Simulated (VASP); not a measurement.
# Fe (Fd-3m) in VASP: single point with BLYP

Aim: the single point of Fe with BLYP.

Program: VASP 6.6.1. These are calculated values, not measurements. Logs are shortened: lines on timing, memory, paths and dates and some standing lists are left out, and cuts for length are marked.

## 1. The cell of the first run

The structure is cubic, space group Fd-3m (No. 227). The conventional cell has a = 4.941 Å, b = 4.941 Å, c = 4.941 Å, α = 90.00°, β = 90.00°, γ = 90.00°. Fe (site symmetry -43m) has 4 Fe at 2.14 Å within 2.8 Å.

This isn't the form of Fe at room conditions, which is bcc.

## 2. Single point, BLYP, collinear spin, antiferromagnetic start

File INCAR:

```
PREC = Accurate ; ENCUT = 520
EDIFF = 1E-7 ; ISMEAR = -1
SIGMA = 0.05 ; LREAL = False
LASPH = True ; NELM = 150
ALGO = Normal ; ISIF = 2
LWAVE = False ; LCHARG = False
ISPIN = 2 ; MAGMOM = 2.5 -2.5
LORBIT = 11 ; LMAXMIX = 4
GGA = B5 ; ALDAX = 1.0
AGGAX = 1.0 ; AGGAC = 1.0
ALDAC = 0.0 ; NBANDS = 19
```

File KPOINTS:

```
regular mesh
0
Gamma
  18 18 18
```

File POSCAR:

```
Fe
1.0
    0.0000000000      2.4704625275      2.4704625275
    2.4704625275      0.0000000000      2.4704625275
    2.4704625275      2.4704625275      0.0000000000
Fe
2
Direct
    0.1250000000      0.1250000000      0.1250000000
    0.8750000000      0.8750000000      0.8750000000
```

Potentials or basis: VASP PAW PBE potentials, release 64 (Fe).

On the command line:

```sh
$ cat potpaw_PBE.64/Fe/POTCAR > POTCAR
$ mpirun -np 1 vasp_std > vasp.out
```

OUTCAR:

```text
PREC = Accurate
   ENCUT = 520
   EDIFF = 1E-7
   ISMEAR = -1
   LREAL = False
   LASPH = True
   NELM = 150
   ISIF = 2
   ISPIN = 2
   LORBIT = 11
   GGA = B5

 ion  position               nearest neighbor table
   1  0.125  0.125  0.125-   2 2.14   2 2.14   2 2.14   2 2.14
   2  0.875  0.875  0.875-   1 2.14   1 2.14   1 2.14   1 2.14

  LATTYP: Found a face centered cubic cell.
 ALAT       =     4.9409250550

  Lattice vectors:

 A1 = (   0.0000000000,   2.4704625275,   2.4704625275)
 A2 = (   2.4704625275,   0.0000000000,   2.4704625275)
 A3 = (   2.4704625275,   2.4704625275,   0.0000000000)

Analysis of symmetry for initial positions (statically):
=====================================================================
 Subroutine PRICEL returns:
 Original cell was already a primitive cell.

 Routine SETGRP: Setting up the symmetry group for a
 face centered cubic supercell.

 Subroutine GETGRP returns: Found 48 space group operations
 (whereof 12 operations were pure point group operations)
 out of a pool of 48 trial point group operations.

The static configuration has the point symmetry D_3d.
 The point group associated with its full space group is O_h .

Analysis of symmetry for dynamics (positions and initial velocities):
=====================================================================
 Subroutine PRICEL returns:
 Original cell was already a primitive cell.

 Routine SETGRP: Setting up the symmetry group for a
 face centered cubic supercell.

 Subroutine GETGRP returns: Found 48 space group operations
 (whereof 12 operations were pure point group operations)
 out of a pool of 48 trial point group operations.

The dynamic configuration has the point symmetry D_3d.
 The point group associated with its full space group is O_h .

Analysis of structural, dynamic, and magnetic symmetry:
=====================================================================
 Subroutine PRICEL returns:
 Original cell was already a primitive cell.

 Routine SETGRP: Setting up the symmetry group for a
 face centered cubic supercell.

 Subroutine GETGRP returns: Found 48 space group operations
 (whereof 12 operations were pure point group operations)
 out of a pool of 48 trial point group operations.

The overall configuration has the point symmetry D_3d.
 The point group associated with its full space group is O_h .

 Subroutine INISYM returns: Found 48 space group operations
 (whereof 12 operations are pure point group operations),
 and found     1 'primitive' translations

----------------------------------------------------------------------------------------

                                     Primitive cell

  volume of cell :      30.1554

  direct lattice vectors                    reciprocal lattice vectors
     0.000000000  2.470462528  2.470462528    -0.202391250  0.202391250  0.202391250
     2.470462528  0.000000000  2.470462528     0.202391250 -0.202391250  0.202391250
     2.470462528  2.470462528  0.000000000     0.202391250  0.202391250 -0.202391250

  length of vectors
     3.493761612  3.493761612  3.493761612     0.350551929  0.350551929  0.350551929

  position of ions in fractional coordinates (direct lattice)
     0.125000000  0.125000000  0.125000000
     0.875000000  0.875000000  0.875000000

  ion indices of the primitive-cell ions
   primitive index   ion index
                 1           1
                 2           2

----------------------------------------------------------------------------------------

 KPOINTS: regular mesh

Automatic generation of k-mesh.
 Grid dimensions read from file:
 generate k-points for:   18   18   18

 Generating k-lattice:

  Cartesian coordinates                     Fractional coordinates (reciprocal lattice)
    -0.011243958  0.011243958  0.011243958     0.055555556  0.000000000  0.000000000
     0.011243958 -0.011243958  0.011243958     0.000000000  0.055555556  0.000000000
     0.011243958  0.011243958 -0.011243958     0.000000000  0.000000000  0.055555556

  Length of vectors
     0.019475107  0.019475107  0.019475107

  Shift w.r.t. Gamma in fractional coordinates (k-lattice)
     0.000000000  0.000000000  0.000000000

 Subroutine IBZKPT returns following result:
 ===========================================

 Found    195 irreducible k-points:

 Following reciprocal coordinates:
            Coordinates               Weight
  0.000000  0.000000  0.000000      1.000000
  0.055556  0.000000  0.000000      8.000000
  0.111111  0.000000  0.000000      8.000000
  0.166667  0.000000  0.000000      8.000000
  0.222222  0.000000  0.000000      8.000000
  0.277778  0.000000  0.000000      8.000000
[... 16 lines left out ...]
 -0.277778  0.055556  0.000000     24.000000
 -0.222222  0.055556  0.000000     24.000000
 [... further k-points ...]
   k-points           NKPTS =    195   k-points in BZ     NKDIM =    195   number of bands    NBANDS=     19
   number of dos      NEDOS =    301   number of ions     NIONS =      2
   total plane-waves  NPLWV =  21952
   dimension x,y,z NGX =    28 NGY =   28 NGZ =   28
   dimension x,y,z NGXF=    56 NGYF=   56 NGZF=   56
   ions per type =               2
   NGX,Y,Z   is equivalent  to a cutoff of  13.32, 13.32, 13.32 a.u.
   NGXF,Y,Z  is equivalent  to a cutoff of  26.65, 26.65, 26.65 a.u.
 SYSTEM =  unknown system
   PREC   = accura    normal or accurate (medium, high low for compatibility)
   ISTART =      0    job   : 0-new  1-cont  2-samecut
   ICHARG =      2    charge: 1-file 2-atom 10-const
   ISPIN  =      2    spin polarized calculation?
   LNONCOLLINEAR =      F non collinear calculations
   LSORBIT =      F    spin-orbit coupling
   LASPH  =      T    aspherical Exc in radial PAW
   ENCUT  =  520.0 eV  38.22 Ry    6.18 a.u.   6.50  6.50  6.50*2*pi/ulx,y,z
   NELM   =    150;   NELMIN=  2; NELMDL= -5     # of ELM steps
   EDIFF  = 0.1E-06   stopping-criterion for ELM
   LREAL  =      F    real-space projection
   EDIFFG = 0.1E-05   stopping-criterion for IOM
   NSW    =      0    number of steps for IOM
   IBRION =     -1    ionic relax: 0-MD 1-quasi-New 2-CG
   NFREE  =      0    steps in history (QN), initial steepest desc. (CG)
   ISIF   =      2    stress and relaxation
   ISYM   =      2    0-nonsym 1-usesym 2-fastsym
   POTIM  = 0.5000    time-step for ionic-motion
   TEBEG  =    0.0;   TEEND  =   0.0 temperature during run
   PSTRESS=    0.0 pullay stress
   NELECT =      16.0000    total number of electrons
   NUPDOWN=      -1.0000    fix difference up-down
   EMIN   =  10.00;   EMAX   =-10.00  energy-range for DOS
   EFERMI =   0.00;   METHOD = LEGACY
   ISMEAR =    -1;   SIGMA  =   0.05  broadening in eV -4-tet -1-fermi 0-gaus
   EFERMI_NEDOS =   21; number of points for ismear=-14 and -15
   IALGO  =     38    algorithm
   IMIX   =      4    mixing-type and parameters
     AMIX     =   0.40;   BMIX     =  1.00
     AMIX_MAG =   1.60;   BMIX_MAG =  1.00
  volume/ion in A,a.u.               =      15.08       101.75
  Fermi-wavevector in a.u.,A,eV,Ry     =   1.325338  2.504525 23.898906  1.756520
  Thomas-Fermi vector in A             =   2.454806
   LORBIT       =     11    0 simple, 1 ext, 2 COOP (PROOUT), +10 PAW based schemes
   GGA     = B5    functional components
   LHFCALC =     F    Hartree Fock is set to
   AEXX    =    0.0000 exact exchange contribution
   IVDW    =     0    specifies the selected vdW correction
   LEPSILON=     F    determine dielectric tensor
   LRPA    =     F    only Hartree local field effects (RPA)
 spin polarized calculation
  energy-cutoff  :      520.00
  volume of cell :       30.16
 maximum number of plane-waves:       869
 NGX is ok and might be reduce to    28
   NGX = 13   NGY = 13   NGZ = 13

 number of electron      15.9999991 magnetization       0.0000000

 number of electron      15.9999991 magnetization      -0.0000000

 Free energy of the ion-electron system (eV)
  ---------------------------------------------------
  ext. energy  EPLUGINS =         0.00000000
  ---------------------------------------------------
  free energy    TOTEN  =       -12.53729687 eV

  energy without entropy =      -12.51520706  energy(sigma->0) =      -12.52625197

 E-fermi :   3.7285     XC(G=0): -10.6561

 val. band max:        3.7220748983   @ k =   0.3889   0.0000   0.0000
 cond. band min:       3.7358316099   @ k =   0.4444   0.2778   0.0000
 fundamental gap:      0.0137567116
 Fermi energy:         3.7285274895

 spin component 1

 k-point     1 :       0.0000    0.0000    0.0000
  band No.  band energies     occupation
      1      -2.5853      1.00000
      2       1.1311      1.00000
      3       1.1311      1.00000
      4       1.4055      1.00000
      5       1.4055      1.00000
      6       1.4055      1.00000
[... 11 lines left out ...]
     18      19.7115      0.00000
     19      20.6753      0.00000
[... 485 lines left out ...]
 k-point    24 :      -0.2222    0.0556    0.0000
  band No.  band energies     occupation
      1      -1.4353      1.00000
      2       0.8564      1.00000
      3       1.0597      1.00000
      4       1.4874      1.00000
      5       1.6790      1.00000
      6       1.8615      1.00000
[... 11 lines left out ...]
     18      20.9887      0.00000
     19      21.1677      0.00000

 [... further k-points ...]

 spin component 2

 k-point     1 :       0.0000    0.0000    0.0000
  band No.  band energies     occupation
      1      -2.5853      1.00000
      2       1.1311      1.00000
      3       1.1311      1.00000
      4       1.4055      1.00000
      5       1.4055      1.00000
      6       1.4055      1.00000
[... 11 lines left out ...]
     18      19.7115      0.00000
     19      20.6753      0.00000
[... 485 lines left out ...]
 k-point    24 :      -0.2222    0.0556    0.0000
  band No.  band energies     occupation
      1      -1.4353      1.00000
      2       0.8564      1.00000
      3       1.0597      1.00000
      4       1.4874      1.00000
      5       1.6790      1.00000
      6       1.8615      1.00000
[... 11 lines left out ...]
     18      20.9887      0.00000
     19      21.1677      0.00000

 [... further k-points ...]
[... 5 lines left out ...]
  --------------------------------------------------------------------------------------
  -------------------------------------------------------------------------------------
  Total       -0.1657125     -0.1657125     -0.1657125      0.0000000      0.0000000     -0.0000000
  in kB       -8.8044247     -8.8044247     -8.8044247      0.0000000      0.0000000     -0.0000000
  external PRESSURE =      -8.8044247 kB  Pullay stress =       0.0000000 kB

 VOLUME and BASIS-vectors are now :
 -----------------------------------------------------------------------------
  energy-cutoff  :      520.00
  volume of cell :       30.16
      direct lattice vectors                 reciprocal lattice vectors
     0.000000000  2.470462528  2.470462528    -0.202391250  0.202391250  0.202391250
     2.470462528  0.000000000  2.470462528     0.202391250 -0.202391250  0.202391250
     2.470462528  2.470462528  0.000000000     0.202391250  0.202391250 -0.202391250

 POSITION                                       TOTAL-FORCE (eV/Angst)
 -----------------------------------------------------------------------------------
      0.61762      0.61762      0.61762        -0.000000      0.000000     -0.000000
      4.32331      4.32331      4.32331         0.000000     -0.000000      0.000000
 -----------------------------------------------------------------------------------
    total drift:                                0.000000     -0.000000     -0.000000

  FREE ENERGIE OF THE ION-ELECTRON SYSTEM (eV)
  ---------------------------------------------------
  free  energy   TOTEN  =       -12.5372968732 eV

  energy  without entropy=      -12.5152070591  energy(sigma->0) =      -12.52625197

 total charge

# of ion       s       p       d       tot
------------------------------------------
    1        0.571   0.404   6.466   7.440
    2        0.571   0.404   6.466   7.440
--------------------------------------------------
tot          1.142   0.807  12.932  14.881

 magnetization (x)

# of ion       s       p       d       tot
------------------------------------------
    1       -0.000  -0.000  -0.000  -0.000
    2        0.000   0.000   0.000   0.000
--------------------------------------------------
tot          0.000   0.000   0.000   0.000
```

Run time: 11 min. Hardware: 1 thread of Intel Xeon 8259CL, shared host; peak memory 0.29 GiB.

What came out:

```
Free energy                                           : -12.5373 eV
Pressure                                              : -0.9 GPa
Band gap on the k mesh                                : zero (filled and empty bands overlap)
Net moment                                            : 0.00 μB per cell
Valence electrons inside the program's atomic spheres : Fe 7.44
```

Levels at points of the mesh, in eV from the Fermi level:
Spin up:
```
           k point  band 4  band 5  band 6  band 7  band 8  band 9  band 10  band 11  band 12  band 13
(0.00, 0.00, 0.00)   -2.32   -2.32   -2.32   -0.38   -0.38   -0.38     1.16     1.16    14.00    14.00
(0.50, 0.00, 0.00)   -2.45   -2.34   -2.34   -0.87    0.16    0.16     0.92     0.92     2.35    10.39
(0.50, 0.50, 0.00)   -2.27   -1.34   -1.34   -0.69   -0.69    1.11     1.11     2.69     2.69     5.39
```
Spin down:
| k point | band 4 | band 5 | band 6 | band 7 | band 8 | band 9 | band 10 | band 11 | band 12 | band 13 |
| --- | --- | --- | --- | --- | --- | --- | --- | --- | --- | --- |
| (0.00, 0.00, 0.00) | -2.32 | -2.32 | -2.32 | -0.38 | -0.38 | -0.38 | 1.16 | 1.16 | 14.00 | 14.00 |
| (0.50, 0.00, 0.00) | -2.45 | -2.34 | -2.34 | -0.87 | 0.16 | 0.16 | 0.92 | 0.92 | 2.35 | 10.39 |
| (0.50, 0.50, 0.00) | -2.27 | -1.34 | -1.34 | -0.69 | -0.69 | 1.11 | 1.11 | 2.69 | 2.69 | 5.39 |

Caveat: the moments typed at the start vanished in this run; the PAW data sets were made with another functional, which shifts forces and pressure a little.
